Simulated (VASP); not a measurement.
Set up this calculation in VASP 6.6.1, as the native input.

```yaml
Task: single point
Functional: BLYP
Potentials_or_basis: VASP PAW PBE potentials, release 64 (Pb_d)
Cutoff: 520 eV
k_mesh: 12 × 12 × 12
Occupations: fermi-dirac, width 0.1 eV
Spin: no spin polarisation
Dipole_correction: no
Further_INCAR_settings: ALGO = Normal; EDIFF = 1e-06; NBANDS = 13
```

The structure of Pb lies in POSCAR:

```
Pb
1.0
   -2.0000833445      2.0000833445      2.0000833445
    2.0000833445     -2.0000833445      2.0000833445
    2.0000833445      2.0000833445     -2.0000833445
Pb
1
Direct
    0.0000000000      0.0000000000      0.0000000000
```

This isn't the form of Pb at room conditions, which is fcc.

The input as run:

INCAR

```
SYSTEM = Pb
PREC = Accurate
ENCUT = 520
EDIFF = 1E-6
ISMEAR = -1
SIGMA = 0.1
LREAL = .FALSE.
LASPH = .TRUE.
NELM = 100
ALGO = Normal
ISIF = 2
LWAVE = .FALSE.
LCHARG = .FALSE.
GGA = B5
ALDAX = 1.0
AGGAX = 1.0
AGGAC = 1.0
ALDAC = 0.0
NBANDS = 13
```

KPOINTS

```
regular mesh
0
G
  12 12 12
  0 0 0
```

Potentials or basis: VASP PAW PBE potentials, release 64 (Pb_d).

The run is started by

```sh
$ cat potpaw_PBE.64/Pb_d/POTCAR > POTCAR
$ mpirun -np 1 vasp_std > vasp.out
```

It gave:

```yaml
Pressure: 3.4 GPa
Band_gap_on_the_k_mesh: zero (bands 7 and 8 overlap by 8.80 eV)
```

Caveat: the cell stands under pressure; the PAW data sets were made with another functional, which shifts forces and pressure a little; spin-orbit coupling is left out, which moves the levels of the heavy elements.

Wall time 37 s on 1 thread of Intel Xeon 8259CL, on a shared host, peak memory 0.17 GiB.
